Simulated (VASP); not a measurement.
# Mo in VASP: a series of runs

The runs below take Mo through relaxation of the atoms, single point, with PBEsol.

Program: VASP 6.6.1. These are calculated values, not measurements. Logs are shortened: lines on timing, memory, paths and dates and some standing lists are left out, and cuts for length are marked.

## 1. The cell of the first run

The cell holds a slab with vacuum, 5 atoms: a = 2.710 Å, b = 2.710 Å, c = 24.851 Å, α = 90.00°, β = 90.00°, γ = 109.47°.

## 2. Relaxation of the atoms, PBEsol

Input file INCAR:

```
ALGO = Normal
DIPOL = 0.5 0.5 0.500
EDIFF = 1E-6
EDIFFG = -0.01
ENCUT = 520
GGA = PS
IBRION = 2
IDIPOL = 3
ISIF = 2
ISMEAR = -1
KPAR = 4
LASPH = True
LCHARG = False
LDIPOL = True
LREAL = False
LWAVE = False
NELM = 80
NSW = 60
PREC = Accurate
SIGMA = 0.08
```

Input file KPOINTS:

```
k-points
0
Gamma
  13 13 1
```

Input file POSCAR:

```
Mo
1.0
    2.7101533902      0.0000000000      0.0000000000
   -0.9033844634      2.5551571203      0.0000000000
    0.0000000000      0.0000000000     24.8513000000
Mo
5
Direct
    0.0000000000      0.0000000000      0.3219142681
    0.5000000000      0.5000000000      0.4109571338
    0.0000000000      0.0000000000      0.5000000000
    0.5000000000      0.5000000000      0.5890428662
    0.0000000000      0.0000000000      0.6780857319
```

Potentials or basis: VASP PAW PBE potentials, release 64 (Mo_sv).

Started as:

```sh
$ cat potpaw_PBE.64/Mo_sv/POTCAR > POTCAR
$ mpirun -np 4 vasp_std > vasp.out
```

OUTCAR:

```text
EDIFF = 1E-6
   EDIFFG = -0.01
   ENCUT = 520
   GGA = PS
   IBRION = 2
   ISIF = 2
   ISMEAR = -1
   LASPH = True
   LREAL = False
   NELM = 80
   NSW = 60
   PREC = Accurate

 ion  position               nearest neighbor table
   1  0.000  0.000  0.322-   2 2.71   2 2.71   2 3.13   2 3.13
   2  0.500  0.500  0.411-   1 2.71   1 2.71   3 2.71   3 2.71   1 3.13   1 3.13   3 3.13   3 3.13

   3  0.000  0.000  0.500-   2 2.71   4 2.71   2 2.71   4 2.71   2 3.13   4 3.13   2 3.13   4 3.13

   4  0.500  0.500  0.589-   5 2.71   5 2.71   3 2.71   3 2.71   5 3.13   5 3.13   3 3.13   3 3.13

   5  0.000  0.000  0.678-   4 2.71   4 2.71   4 3.13   4 3.13

  LATTYP: Found a base centered orthorhombic cell.
 ALAT       =     3.1294155787
 B/A-ratio  =     1.4142135624
 C/A-ratio  =     7.9411952088

  Lattice vectors:

 A1 = (   2.7101533902,   0.0000000000,   0.0000000000)
 A2 = (  -0.9033844634,   2.5551571203,   0.0000000000)
 A3 = (   0.0000000000,   0.0000000000,  24.8513000000)

Analysis of symmetry for initial positions (statically):
=====================================================================
 Subroutine PRICEL returns:
 Original cell was already a primitive cell.

 Routine SETGRP: Setting up the symmetry group for a
 base centered orthorhombic supercell.

 Subroutine GETGRP returns: Found  8 space group operations
 (whereof  8 operations were pure point group operations)
 out of a pool of  8 trial point group operations.

The static configuration has the point symmetry D_2h.

Analysis of symmetry for dynamics (positions and initial velocities):
=====================================================================
 Subroutine PRICEL returns:
 Original cell was already a primitive cell.

 Routine SETGRP: Setting up the symmetry group for a
 base centered orthorhombic supercell.

 Subroutine GETGRP returns: Found  8 space group operations
 (whereof  8 operations were pure point group operations)
 out of a pool of  8 trial point group operations.

The dynamic configuration has the point symmetry D_2h.

 Subroutine INISYM returns: Found  8 space group operations
 (whereof  8 operations are pure point group operations),
 and found     1 'primitive' translations

----------------------------------------------------------------------------------------

                                     Primitive cell

  volume of cell :     172.0920

  direct lattice vectors                    reciprocal lattice vectors
     2.710153390  0.000000000  0.000000000     0.368982805  0.130455122  0.000000000
    -0.903384463  2.555157120  0.000000000     0.000000000  0.391365365  0.000000000
     0.000000000  0.000000000 24.851300000     0.000000000  0.000000000  0.040239344

  length of vectors
     2.710153390  2.710153390 24.851300000     0.391365365  0.391365365  0.040239344

  position of ions in fractional coordinates (direct lattice)
     0.000000000  0.000000000  0.321914268
     0.500000000  0.500000000  0.410957134
     0.000000000  0.000000000  0.500000000
     0.500000000  0.500000000  0.589042866
     0.000000000  0.000000000  0.678085732

  ion indices of the primitive-cell ions
   primitive index   ion index
                 1           1
                 2           2
                 3           3
                 4           4
                 5           5

----------------------------------------------------------------------------------------

 KPOINTS: k-points

Automatic generation of k-mesh.
 Grid dimensions read from file:
 generate k-points for:   13   13    1

 Generating k-lattice:

  Cartesian coordinates                     Fractional coordinates (reciprocal lattice)
     0.028383293  0.010035009  0.000000000     0.076923077  0.000000000  0.000000000
     0.000000000  0.030105028  0.000000000     0.000000000  0.076923077  0.000000000
     0.000000000  0.000000000  0.040239344     0.000000000  0.000000000  1.000000000

  Length of vectors
     0.030105028  0.030105028  0.040239344

  Shift w.r.t. Gamma in fractional coordinates (k-lattice)
     0.000000000  0.000000000  0.000000000

 Subroutine IBZKPT returns following result:
 ===========================================

 Found     49 irreducible k-points:

 Following reciprocal coordinates:
            Coordinates               Weight
  0.000000  0.000000  0.000000      1.000000
  0.076923  0.000000  0.000000      4.000000
  0.153846  0.000000  0.000000      4.000000
  0.230769 -0.000000  0.000000      4.000000
  0.307692  0.000000  0.000000      4.000000
  0.384615 -0.000000  0.000000      4.000000
[... 16 lines left out ...]
  0.384615  0.153846  0.000000      4.000000
  0.461538  0.153846  0.000000      4.000000
 [... further k-points ...]
   k-points           NKPTS =     49   k-points in BZ     NKDIM =     49   number of bands    NBANDS=     42
   number of dos      NEDOS =    301   number of ions     NIONS =      5
   total plane-waves  NPLWV =  76800
   dimension x,y,z NGX =    20 NGY =   20 NGZ =  192
   dimension x,y,z NGXF=    40 NGYF=   40 NGZF=  384
   ions per type =               5
   NGX,Y,Z   is equivalent  to a cutoff of  12.27, 12.27, 12.84 a.u.
   NGXF,Y,Z  is equivalent  to a cutoff of  24.54, 24.54, 25.69 a.u.
 SYSTEM =  unknown system
   PREC   = accura    normal or accurate (medium, high low for compatibility)
   ISTART =      0    job   : 0-new  1-cont  2-samecut
   ICHARG =      2    charge: 1-file 2-atom 10-const
   ISPIN  =      1    spin polarized calculation?
   LNONCOLLINEAR =      F non collinear calculations
   LSORBIT =      F    spin-orbit coupling
   LASPH  =      T    aspherical Exc in radial PAW
   ENCUT  =  520.0 eV  38.22 Ry    6.18 a.u.   5.04  5.04 46.21*2*pi/ulx,y,z
   NELM   =     80;   NELMIN=  2; NELMDL= -5     # of ELM steps
   EDIFF  = 0.1E-05   stopping-criterion for ELM
   LREAL  =      F    real-space projection
   EDIFFG = -.1E-01   stopping-criterion for IOM
   NSW    =     60    number of steps for IOM
   IBRION =      2    ionic relax: 0-MD 1-quasi-New 2-CG
   NFREE  =      1    steps in history (QN), initial steepest desc. (CG)
   ISIF   =      2    stress and relaxation
   ISYM   =      2    0-nonsym 1-usesym 2-fastsym
   POTIM  = 0.5000    time-step for ionic-motion
   TEBEG  =    0.0;   TEEND  =   0.0 temperature during run
   PSTRESS=    0.0 pullay stress
   NELECT =      70.0000    total number of electrons
   NUPDOWN=      -1.0000    fix difference up-down
   EMIN   =  10.00;   EMAX   =-10.00  energy-range for DOS
   EFERMI =   0.00;   METHOD = LEGACY
   ISMEAR =    -1;   SIGMA  =   0.08  broadening in eV -4-tet -1-fermi 0-gaus
   EFERMI_NEDOS =   21; number of points for ismear=-14 and -15
   IALGO  =     38    algorithm
   IMIX   =      4    mixing-type and parameters
     AMIX     =   0.40;   BMIX     =  1.00
     AMIX_MAG =   1.60;   BMIX_MAG =  1.00
  volume/ion in A,a.u.               =      34.42       232.27
  Fermi-wavevector in a.u.,A,eV,Ry     =   1.212981  2.292202 20.018562  1.471323
  Thomas-Fermi vector in A             =   2.348448
   LORBIT       =      0    0 simple, 1 ext, 2 COOP (PROOUT), +10 PAW based schemes
   GGA     = PS    functional components
   LHFCALC =     F    Hartree Fock is set to
   AEXX    =    0.0000 exact exchange contribution
   IVDW    =     0    specifies the selected vdW correction
   LEPSILON=     F    determine dielectric tensor
   LRPA    =     F    only Hartree local field effects (RPA)
 conjugate gradient relaxation of ions
 non-spin polarized calculation
  energy-cutoff  :      520.00
  volume of cell :      172.09
 maximum number of plane-waves:      4684
   NGX = 11   NGY = 11   NGZ = 93

--------------------------------------- Ionic step        1  -------------------------------------------

 number of electron      69.9999992 magnetization

 Free energy of the ion-electron system (eV)
  ---------------------------------------------------
  ext. energy  EPLUGINS =         0.00000000
  ---------------------------------------------------
  free energy    TOTEN  =       -56.18950233 eV

  energy without entropy =      -56.09321005  energy(sigma->0) =      -56.14135619

------------------------ aborting loop because EDIFF is reached ----------------------------------------

  FORCE on cell =-STRESS in cart. coord.  units (eV):
  Direction    XX          YY          ZZ          XY          YZ          ZX
  --------------------------------------------------------------------------------------
  -------------------------------------------------------------------------------------
  Total       -4.6037848     -4.3729576     -2.7062780      0.3264390      0.0000000      0.0000000
  in kB      -42.8612672    -40.7122639    -25.1954662      3.0391496      0.0000000      0.0000000
  external PRESSURE =     -36.2563324 kB  Pullay stress =       0.0000000 kB
[... 260 lines left out ...]
--------------------------------------- Ionic step        8  -------------------------------------------

 number of electron      69.9999989 magnetization

 dipolmoment           0.000000      0.000000      0.000000 electrons x Angstroem

------------------------ aborting loop because EDIFF is reached ----------------------------------------

  FORCE on cell =-STRESS in cart. coord.  units (eV):
  Direction    XX          YY          ZZ          XY          YZ          ZX
  --------------------------------------------------------------------------------------
  -------------------------------------------------------------------------------------
  Total       -2.5513524     -2.5306205     -0.0594660      0.0293193      0.0000000      0.0000000
  in kB      -23.7531074    -23.5600935     -0.5536284      0.2729629      0.0000000      0.0000000
  external PRESSURE =     -15.9556098 kB  Pullay stress =       0.0000000 kB
[... 26 lines left out ...]
--------------------------------------- Ionic step        9  -------------------------------------------

 number of electron      69.9999990 magnetization

 dipolmoment           0.000000      0.000000     -0.000000 electrons x Angstroem

 Free energy of the ion-electron system (eV)
  ---------------------------------------------------
  ext. energy  EPLUGINS =         0.00000000
  ---------------------------------------------------
  free energy    TOTEN  =       -56.25550775 eV

  energy without entropy =      -56.16588363  energy(sigma->0) =      -56.21069569

 E-fermi :   3.2097     XC(G=0):  -6.8924

 val. band max:        3.2014065067   @ k =  -0.2308   0.2308   0.0000
 cond. band min:       3.2214708033   @ k =  -0.2308   0.0769   0.0000
 fundamental gap:      0.0200642966
 Fermi energy:         3.2096866352

 k-point     1 :       0.0000    0.0000    0.0000
  band No.  band energies     occupation
      1     -58.0123      2.00000
      2     -57.9532      2.00000
      3     -57.8191      2.00000
      4     -57.6568      2.00000
      5     -57.6500      2.00000
      6     -32.6861      2.00000
[... 1069 lines left out ...]
     41       5.2604      0.00000
     42       5.5288      0.00000

 [... further k-points ...]

------------------------ aborting loop because EDIFF is reached ----------------------------------------

 vacuum level on the upper side and lower side of the slab       (xc-potential included)        -0.189        -0.189

  FORCE on cell =-STRESS in cart. coord.  units (eV):
  Direction    XX          YY          ZZ          XY          YZ          ZX
  --------------------------------------------------------------------------------------
  -------------------------------------------------------------------------------------
  Total       -2.5152780     -2.4989859     -0.0339522      0.0230405      0.0000000      0.0000000
  in kB      -23.4172549    -23.2655754     -0.3160950      0.2145073      0.0000000      0.0000000
  external PRESSURE =     -15.6663084 kB  Pullay stress =       0.0000000 kB
[... 20 lines left out ...]
  FREE ENERGIE OF THE ION-ELECTRON SYSTEM (eV)
  ---------------------------------------------------
  free  energy   TOTEN  =       -56.2555077497 eV

  energy  without entropy=      -56.1658836325  energy(sigma->0) =      -56.21069569

 reached required accuracy - stopping structural energy minimisation

 vacuum level on the upper side and lower side of the slab         7.661         7.661
```

Run time: 6.3 min. Hardware: 4 MPI ranks of Intel Xeon 6975P-C (Granite Rapids), shared host; peak memory 0.41 GiB.

Results:

```
Free energy               : -56.2555 eV
Energy gained by relaxing : 13.2 meV/atom
Ionic steps               : 9
Band gap on the k mesh    : zero (bands 35 and 36 overlap by 2.30 eV)
```

The path:
| step | energy change (eV) | largest force (eV/Å) | pressure (GPa) |
| --- | --- | --- | --- |
| 1 | 0.0000 | 0.6488 | -3.63 |
| 2 | -0.0519 | 0.2866 | -2.89 |
| 3 | -0.0568 | 0.1259 | -2.51 |
| 4 | -0.0598 | 0.1131 | -2.34 |
| 5 | -0.0652 | 0.0622 | -1.80 |
| 6 | -0.0598 | 0.1444 | -0.68 |
| 7 | -0.0659 | 0.0336 | -1.53 |
| 8 | -0.0659 | 0.0260 | -1.60 |
| 9 | -0.0660 | 0.0007 | -1.57 |

Final structure:
```cif
data_structure
_symmetry_space_group_name_H-M 'P 1'
_symmetry_Int_Tables_number 1
_cell_length_a 2.7102
_cell_length_b 2.7102
_cell_length_c 24.8513
_cell_angle_alpha 90.000
_cell_angle_beta 90.000
_cell_angle_gamma 109.471
_cell_volume 172.09
loop_
_atom_site_label
_atom_site_type_symbol
_atom_site_fract_x
_atom_site_fract_y
_atom_site_fract_z
_atom_site_occupancy
Mo1 Mo 0.00000 0.00000 0.32533 1
Mo2 Mo 0.50000 0.50000 0.41039 1
Mo3 Mo 0.00000 0.00000 0.50000 1
Mo4 Mo 0.50000 0.50000 0.58961 1
Mo5 Mo 0.00000 0.00000 0.67467 1
```

Levels at points of the mesh, in eV from the Fermi level:
| k point | band 32 | band 33 | band 34 | band 35 | band 36 | band 37 | band 38 | band 39 |
| --- | --- | --- | --- | --- | --- | --- | --- | --- |
| (0.00, 0.00, 0.00) | -1.35 | -1.32 | -1.20 | -0.93 | -0.38 | 0.50 | 1.10 | 1.28 |

Caveat: the PAW data sets were made with another functional, which shifts forces and pressure a little.

## 3. Relaxation of the atoms, PBEsol

Input file INCAR:

```
SYSTEM = Mo
ALGO = Normal
DIPOL = 0.5 0.5 0.500
EDIFF = 1E-6
EDIFFG = -0.01
ENCUT = 520
GGA = PS
IBRION = 2
IDIPOL = 3
ISIF = 2
ISMEAR = -1
KPAR = 4
LASPH = .TRUE.
LCHARG = .FALSE.
LDIPOL = .TRUE.
LREAL = .FALSE.
LWAVE = .FALSE.
NELM = 60
NSW = 32
PREC = Accurate
SIGMA = 0.08
```

Input file KPOINTS:

```
k-points
0
G
  13 13 1
  0 0 0
```

Input file POSCAR:

```
Mo
1.0
    2.7101533902      0.0000000000      0.0000000000
   -0.9033844634      2.5551571203      0.0000000000
    0.0000000000      0.0000000000     24.8513000000
Mo
5
Direct
    0.0000000000      0.0000000000      0.3255912990
    0.5000000000      0.5000000000      0.4104906717
    0.0000000000      0.0000000000      0.4999999993
    0.5000000000      0.5000000000      0.5895093296
    0.0000000000      0.0000000000      0.6744087003
```

Potentials or basis: VASP PAW PBE potentials, release 64 (Mo_sv).

Started as:

```sh
$ cat potpaw_PBE.64/Mo_sv/POTCAR > POTCAR
$ mpirun -np 4 vasp_std > vasp.out
```

It took 3.5 min on 4 MPI ranks of Intel Xeon 6975P-C (Granite Rapids), shared host; peak memory 0.42 GiB.

Results (log left out):

```
Free energy               : -56.2555 eV
Energy gained by relaxing : 0.0 meV/atom
Ionic steps               : 6
Band gap on the k mesh    : zero (bands 35 and 36 overlap by 2.30 eV)
```

Forces in eV/Å, atoms in the order of the input:
```
Mo   0.000  0.000  0.001
Mo   0.000  0.000 -0.003
Mo   0.000  0.000  0.000
Mo   0.000  0.000  0.003
Mo   0.000  0.000 -0.001
```

The path:
```csv
step,energy change (eV),largest force (eV/Å),pressure (GPa)
1,0.0000,0.0313,-1.41
2,-0.0001,0.0178,-1.45
3,-0.0001,0.0220,-1.49
4,-0.0001,0.0129,-1.51
5,-0.0002,0.0104,-1.53
6,-0.0002,0.0027,-1.55
```

Final structure:
```yaml
crystal:
  lattice:
    - [2.71015, 0.00000, 0.00000]
    - [-0.90338, 2.55516, 0.00000]
    - [0.00000, 0.00000, 24.85130]
  atoms:
    - { symbol: Mo, position: [0.00000, 0.00000, 0.32536] }
    - { symbol: Mo, position: [0.50000, 0.50000, 0.41041] }
    - { symbol: Mo, position: [0.00000, 0.00000, 0.50000] }
    - { symbol: Mo, position: [0.50000, 0.50000, 0.58959] }
    - { symbol: Mo, position: [0.00000, 0.00000, 0.67464] }
```

Levels at points of the mesh, in eV from the Fermi level:
| k point | band 32 | band 33 | band 34 | band 35 | band 36 | band 37 | band 38 | band 39 |
| --- | --- | --- | --- | --- | --- | --- | --- | --- |
| (0.00, 0.00, 0.00) | -1.35 | -1.32 | -1.20 | -0.92 | -0.38 | 0.50 | 1.10 | 1.28 |

Caveat: the PAW data sets were made with another functional, which shifts forces and pressure a little.

## 4. Single point, PBEsol

Input file INCAR:

```
SYSTEM = Mo
PREC = Accurate
ENCUT = 520
EDIFF = 1E-6
ISMEAR = -1
SIGMA = 0.08
LREAL = .FALSE.
LASPH = .TRUE.
NELM = 80
ALGO = Normal
ISIF = 2
LWAVE = .FALSE.
LCHARG = .FALSE.
LDIPOL = .TRUE.
IDIPOL = 3
DIPOL = 0.5 0.5 0.500
GGA = PS
NBANDS = 43
```

Input file KPOINTS:

```
Automatic mesh
0
G
  13 13 1
  0 0 0
```

Input file POSCAR:

```
Mo
1.0
    2.7101533902      0.0000000000      0.0000000000
   -0.9033844634      2.5551571203      0.0000000000
    0.0000000000      0.0000000000     24.8513000000
Mo
5
Direct
    0.0000000000      0.0000000000      0.3219142681
    0.5000000000      0.5000000000      0.4109571338
    0.0000000000      0.0000000000      0.5000000000
    0.5000000000      0.5000000000      0.5890428662
    0.0000000000      0.0000000000      0.6780857319
```

Started as:

```sh
$ cat potpaw_PBE.64/Mo_sv/POTCAR > POTCAR
$ mpirun -np 1 vasp_std > vasp.out
```

It took 8.2 min on 1 thread of Oxide Virtual Turin-like, shared host; peak memory 0.38 GiB.

Results (log left out):

- Free energy: -56.1895 eV
- Largest force: 0.649 eV/Å
- Band gap on the k mesh: zero (bands 35 and 36 overlap by 2.31 eV)

Forces in eV/Å, atoms in the order of the input:
```
Mo   0.000  0.000  0.626
Mo   0.000  0.000 -0.649
Mo   0.000  0.000  0.000
Mo   0.000  0.000  0.649
Mo   0.000  0.000 -0.626
```

Levels at points of the mesh, in eV from the Fermi level:
| k point | band 33 | band 34 | band 35 | band 36 | band 37 | band 38 |
| --- | --- | --- | --- | --- | --- | --- |
| (0.00, 0.00, 0.00) | -1.43 | -1.09 | -0.84 | -0.09 | 0.32 | 1.09 |

Caveat: the PAW data sets were made with another functional, which shifts forces and pressure a little.

## 5. Overview

```tsv
task	cell	gap on the mesh (eV)
relaxation of the atoms	atoms relaxed, atomic positions A	none
relaxation of the atoms	atoms relaxed, atomic positions B	none
single point	as given, atomic positions A	none
```

Alike in all rows: level PBEsol; potentials or basis VASP PAW PBE potentials, release 64 (Mo_sv); no spin polarisation; k mesh 13 × 13 × 1; cutoff (eV) 520; smearing fermi-dirac 0.08 eV.

Caveats: the PAW data sets were made with another functional, which shifts forces and pressure a little.

Absolute energies hang on the potentials; compare differences alone.

The gap in the log of VASP goes by the Fermi energy; the results here count the filled bands.